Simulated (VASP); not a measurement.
# TiC (TiC (100), 3 layers) in VASP: notebook, part 2 of 2

VASP 6.6.1. The steps go on from the part before.

## (3) Single point, PBE

INCAR

```
PREC     = Accurate       # precision mode
ENCUT    = 520            # plane-wave cutoff, eV
EDIFF    = 1E-6           # SCF threshold, eV
ISMEAR   = -1             # smearing method
SIGMA    = 0.05           # smearing width, eV
LREAL    = F              # projectors in reciprocal space
LASPH    = T              # aspherical terms in the spheres
NELM     = 60             # most SCF steps
ALGO     = Normal         # electronic algorithm
ISIF     = 2              # what is computed and relaxed
LWAVE    = F              # write WAVECAR
LCHARG   = F              # write CHGCAR
LDIPOL   = T            
IDIPOL   = 3            
DIPOL    = 0.5 0.5 0.500
GGA      = PE             # functional
NBANDS   = 33             # bands
```

KPOINTS

```
regular mesh
0
Gamma
  13 13 1
```

POSCAR

```
TiC
1.0
    3.0637012665      0.0000000000      0.0000000000
    0.0000000000      3.0637012665      0.0000000000
    0.0000000000      0.0000000000     17.3789000000
Ti C
3 3
Direct
    0.2500000000      0.2500000000      0.3798596756
    0.7500000000      0.7500000000      0.5000000005
    0.2500000000      0.2500000000      0.6201403246
    0.7500000000      0.7500000000      0.3740163977
    0.2500000000      0.2500000000      0.5000000005
    0.7500000000      0.7500000000      0.6259836023
```

Potentials or basis: VASP PAW PBE potentials, release 64 (Ti_sv, C).

Run with:

```bash
> cat potpaw_PBE.64/Ti_sv/POTCAR potpaw_PBE.64/C/POTCAR > POTCAR
> mpirun -np 1 vasp_std > vasp.out
```

OUTCAR:

```text
PREC = Accurate
   ENCUT = 520
   EDIFF = 1E-6
   ISMEAR = -1
   LREAL = F
   LASPH = T
   NELM = 60
   ISIF = 2
   GGA = PE

 ion  position               nearest neighbor table
   1  0.250  0.250  0.380-   5 2.09   4 2.17   4 2.17   4 2.17   4 2.17
   2  0.750  0.750  0.500-   5 2.17   5 2.17   5 2.17   5 2.17   6 2.19   4 2.19
   3  0.250  0.250  0.620-   5 2.09   6 2.17   6 2.17   6 2.17   6 2.17
   4  0.750  0.750  0.374-   1 2.17   1 2.17   1 2.17   1 2.17   2 2.19
   5  0.250  0.250  0.500-   3 2.09   1 2.09   2 2.17   2 2.17   2 2.17   2 2.17
   6  0.750  0.750  0.626-   3 2.17   3 2.17   3 2.17   3 2.17   2 2.19

  LATTYP: Found a simple tetragonal cell.
 ALAT       =     3.0637012665
 C/A-ratio  =     5.6725178104

  Lattice vectors:

 A1 = (   3.0637012665,   0.0000000000,   0.0000000000)
 A2 = (   0.0000000000,   3.0637012665,   0.0000000000)
 A3 = (   0.0000000000,   0.0000000000,  17.3789000000)

Analysis of symmetry for initial positions (statically):
=====================================================================
[... 191 lines left out ...]
 k-point     1 :       0.0000    0.0000    0.0000
  band No.  band energies     occupation
      1     -55.7599      2.00000
      2     -55.6896      2.00000
      3     -55.6644      2.00000
      4     -32.2547      2.00000
      5     -32.1550      2.00000
      6     -31.9374      2.00000
[... 853 lines left out ...]
     32       4.3939      0.00000
     33       4.8696      0.00000

 [... further k-points ...]

------------------------ aborting loop because EDIFF is reached ----------------------------------------

 vacuum level on the upper side and lower side of the slab       (xc-potential included)        -0.210        -0.210

  FORCE on cell =-STRESS in cart. coord.  units (eV):
  Direction    XX          YY          ZZ          XY          YZ          ZX
  --------------------------------------------------------------------------------------
  -------------------------------------------------------------------------------------
  Total       -3.9128860     -3.9128860      0.0129515      0.0000000     -0.0000000     -0.0000000
  in kB      -38.4319712    -38.4319712      0.1272079      0.0000000     -0.0000000     -0.0000000
  external PRESSURE =     -25.5789115 kB  Pullay stress =       0.0000000 kB

 VOLUME and BASIS-vectors are now :
 -----------------------------------------------------------------------------
  energy-cutoff  :      520.00
  volume of cell :      163.12
      direct lattice vectors                 reciprocal lattice vectors
     3.063701266  0.000000000  0.000000000     0.326402581  0.000000000  0.000000000
     0.000000000  3.063701266  0.000000000     0.000000000  0.326402581  0.000000000
     0.000000000  0.000000000 17.378900000     0.000000000  0.000000000  0.057541041

 POSITION                                       TOTAL-FORCE (eV/Angst)
 -----------------------------------------------------------------------------------
      0.76593      0.76593      6.60154        -0.000000     -0.000000     -0.000797
      2.29778      2.29778      8.68945         0.000000      0.000000      0.000000
      0.76593      0.76593     10.77736        -0.000000     -0.000000      0.000797
      2.29778      2.29778      6.49999        -0.000000     -0.000000     -0.008006
      0.76593      0.76593      8.68945        -0.000000     -0.000000      0.000000
      2.29778      2.29778     10.87891        -0.000000     -0.000000      0.008006
 -----------------------------------------------------------------------------------
    total drift:                                0.000000     -0.000000     -0.000028

  FREE ENERGIE OF THE ION-ELECTRON SYSTEM (eV)
  ---------------------------------------------------
  free  energy   TOTEN  =       -54.1789048669 eV

  energy  without entropy=      -54.1689072621  energy(sigma->0) =      -54.17390606

 vacuum level on the upper side and lower side of the slab         4.970         4.970
```

stdout:

```text
POSCAR found type information on POSCAR TiC
 POSCAR found :  2 types and       6 ions
 scaLAPACK will be used
 LDA part: xc-table for (Slater+PW92), standard interpolation
 POSCAR, INCAR and KPOINTS ok, starting setup
 FFT: planning ... GRIDC
 FFT: planning ... GRID_SOFT
 FFT: planning ... GRID
 WAVECAR not read
 entering main loop
```

It took 92 s on 1 thread of Intel Xeon 6975P-C (Granite Rapids), shared host; peak memory 0.33 GiB.

What came out:

```
Free energy            : -54.1789 eV
Largest force          : 0.008 eV/Å
Band gap on the k mesh : zero (band 24 reaches 1.26 eV, above the bottom of band 25 at 0.48 eV)
```

Forces on the atoms (eV/Å):
```
Ti   0.000  0.000 -0.001
Ti   0.000  0.000  0.000
Ti   0.000  0.000  0.001
C    0.000  0.000 -0.008
C    0.000  0.000  0.000
C    0.000  0.000  0.008
```

## (4) Single point, PBE

This run uses another cell than the first one, of 31.81 Å³/atom, 1.170 times its volume.

INCAR

```
ALGO = Normal
DIPOL = 0.5 0.5 0.500
EDIFF = 1E-6
ENCUT = 520
GGA = PE
IDIPOL = 3
ISIF = 2
ISMEAR = -1
LASPH = T
LCHARG = T
LDIPOL = T
LELF = T
LREAL = F
LVACPOTAV = T
LVHAR = T
LWAVE = F
NBANDS = 33
NELM = 80
PREC = Accurate
SIGMA = 0.05
```

KPOINTS

```
k-points
0
Gamma
  13 13 1
```

POSCAR

```
TiC
1.0
    3.0637012665      0.0000000000      0.0000000000
    0.0000000000      3.0637012665      0.0000000000
    0.0000000000      0.0000000000     20.3327000000
Ti C
3 3
Direct
    0.2500000000      0.2500000000      0.3934541925
    0.7500000000      0.7500000000      0.5000000000
    0.2500000000      0.2500000000      0.6065458075
    0.7500000000      0.7500000000      0.3934541925
    0.2500000000      0.2500000000      0.5000000000
    0.7500000000      0.7500000000      0.6065458075
```

Run with:

```bash
> cat potpaw_PBE.64/Ti_sv/POTCAR potpaw_PBE.64/C/POTCAR > POTCAR
> mpirun -np 1 vasp_std > vasp.out
```

Run time: 1.8 min. Hardware: 1 thread of Intel Xeon 6975P-C (Granite Rapids), shared host; peak memory 0.36 GiB.

The run converged. Its results:

```yaml
Free_energy: -54.0456 eV
Largest_force: 1.404 eV/Å
Band_gap_on_the_k_mesh: zero (band 24 reaches 0.72 eV, above the bottom of band 25 at 0.24 eV)
```

Forces on the atoms (eV/Å):
```
Ti   0.000  0.000  1.404
Ti   0.000  0.000  0.000
Ti   0.000  0.000 -1.404
C    0.000  0.000 -0.806
C    0.000  0.000  0.000
C    0.000  0.000  0.806
```

Levels at points of the mesh, in eV from the Fermi level:
```tsv
k point	band 22	band 23	band 24	band 25	band 26	band 27
(0.00, 0.00, 0.00)	-0.10	0.15	0.15	0.43	1.00	1.45
```

## (5) Single point, PBE

This run uses another cell than the first one, of 31.81 Å³/atom, 1.170 times its volume.

INCAR

```
  ALGO = Normal
  DIPOL = 0.5 0.5 0.500
  EDIFF = 1E-7
  ENCUT = 520
  GGA = PE
  IDIPOL = 3
  ISIF = 2
  ISMEAR = -1
  LASPH = T
  LCHARG = F
  LDIPOL = T
  LREAL = F
  LWAVE = F
  NBANDS = 33
  NELM = 80
  PREC = Accurate
  SIGMA = 0.05
```

KPOINTS is that of step 4.

POSCAR

```
TiC
1.0
    3.0637012665      0.0000000000      0.0000000000
    0.0000000000      3.0637012665      0.0000000000
    0.0000000000      0.0000000000     20.3327000000
Ti C
3 3
Direct
    0.2500000000      0.2500000000      0.3973128661
    0.7500000000      0.7500000000      0.5000000003
    0.2500000000      0.2500000000      0.6026871337
    0.7500000000      0.7500000000      0.3923184609
    0.2500000000      0.2500000000      0.5000000003
    0.7500000000      0.7500000000      0.6076815387
```

Run with:

```bash
> cat potpaw_PBE.64/Ti_sv/POTCAR potpaw_PBE.64/C/POTCAR > POTCAR
> mpirun -np 1 vasp_std > vasp.out
```

Run time: 1.9 min. Hardware: 1 thread of Intel Xeon 6975P-C (Granite Rapids), shared host; peak memory 0.36 GiB.

Results (log left out):

```yaml
Free_energy: -54.1797 eV
Largest_force: 0.008 eV/Å
Band_gap_on_the_k_mesh: zero (band 24 reaches 0.51 eV, above the bottom of band 25 at -0.27 eV)
```

Forces on the atoms (eV/Å):
```
Ti   0.000  0.000 -0.001
Ti   0.000  0.000  0.000
Ti   0.000  0.000  0.001
C    0.000  0.000 -0.008
C    0.000  0.000  0.000
C    0.000  0.000  0.008
```

Levels at points of the mesh, in eV from the Fermi level:
```csv
k point,band 22,band 23,band 24,band 25,band 26,band 27
"(0.00, 0.00, 0.00)",-0.12,0.36,0.36,0.66,1.39,1.39
```

## (6) Single point, PBE

This run uses another cell than the first one, of 31.81 Å³/atom, 1.170 times its volume.

INCAR

```
SYSTEM = TiC
PREC     = Accurate       ! precision mode
ENCUT    = 520            ! plane-wave cutoff, eV
EDIFF    = 1E-7           ! SCF threshold, eV
ISMEAR   = -1             ! smearing method
SIGMA    = 0.05           ! smearing width, eV
LREAL    = .FALSE.        ! projectors in reciprocal space
LASPH    = .TRUE.         ! aspherical terms in the spheres
NELM     = 60             ! most SCF steps
ALGO     = Normal         ! electronic algorithm
ISIF     = 2              ! what is computed and relaxed
LWAVE    = .FALSE.        ! write WAVECAR
LCHARG   = .TRUE.         ! write CHGCAR
LDIPOL   = .TRUE.       
IDIPOL   = 3            
DIPOL    = 0.5 0.5 0.500
GGA      = PE             ! functional
LELF     = .TRUE.         ! ELF
LVHAR    = .TRUE.       
LVACPOTAV= .TRUE.       
NBANDS   = 33             ! bands
```

KPOINTS

```
regular mesh
0
G
  13 13 1
  0 0 0
```

POSCAR is that of step 5.

Potentials or basis: VASP PAW PBE potentials, release 64 (Ti_sv, C).

Run with:

```bash
> cat potpaw_PBE.64/Ti_sv/POTCAR potpaw_PBE.64/C/POTCAR > POTCAR
> mpirun -np 1 vasp_std > vasp.out
```

Wall time 2.1 min (1 thread of Intel Xeon 6975P-C (Granite Rapids), shared host); peak memory 0.36 GiB.

It converged, with:

```yaml
Free_energy: -54.1797 eV
Largest_force: 0.008 eV/Å
Band_gap_on_the_k_mesh: zero (band 24 reaches 0.51 eV, above the bottom of band 25 at -0.27 eV)
```

Forces in eV/Å, atoms in the order of the input:
```
Ti   0.000  0.000 -0.001
Ti   0.000  0.000  0.000
Ti   0.000  0.000  0.001
C    0.000  0.000 -0.008
C    0.000  0.000  0.000
C    0.000  0.000  0.008
```

Levels at points of the mesh, in eV from the Fermi level:
| k point | band 21 | band 22 | band 23 | band 24 | band 25 | band 26 | band 27 | band 28 |
| --- | --- | --- | --- | --- | --- | --- | --- | --- |
| (0.00, 0.00, 0.00) | -0.12 | -0.12 | 0.36 | 0.36 | 0.66 | 1.39 | 1.39 | 1.42 |
